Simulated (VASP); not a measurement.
Here is a VASP 6.6.1 calculation.

File INCAR:

```
  ALGO = Normal
  EDIFF = 1E-6
  ENCUT = 520
  GGA = CA
  ISIF = 2
  ISMEAR = -1
  LASPH = True
  LCHARG = False
  LREAL = False
  LWAVE = False
  NBANDS = 30
  NELM = 60
  PREC = Accurate
  SIGMA = 0.1
```

Contents of KPOINTS:

```
k-points
0
Gamma
  19 19 5
```

File POSCAR:

```
Cu
1.0
    2.4881180135      0.0000000000      0.0000000000
   -1.2440590068      2.1547734073      0.0000000000
    0.0000000000      0.0000000000      8.1293096459
Cu
4
Direct
    0.0000000000      1.0000000000      1.0000000000
    1.0000000000      1.0000000000      0.5000000000
    0.3333333333      0.6666666667      0.2500000000
    0.6666666667      0.3333333333      0.7500000000
```

Potentials or basis: VASP PAW LDA potentials, release 64 (Cu).

Launch:

```bash
$ cat potpaw_LDA.64/Cu/POTCAR > POTCAR
$ mpirun -np 1 vasp_std > vasp.out
```

(1) Predict the pressure.

(2) Predict the band gap on the k mesh.

Answers

(1) 1.0 GPa.

(2) zero (bands 22 and 23 overlap by 5.58 eV).
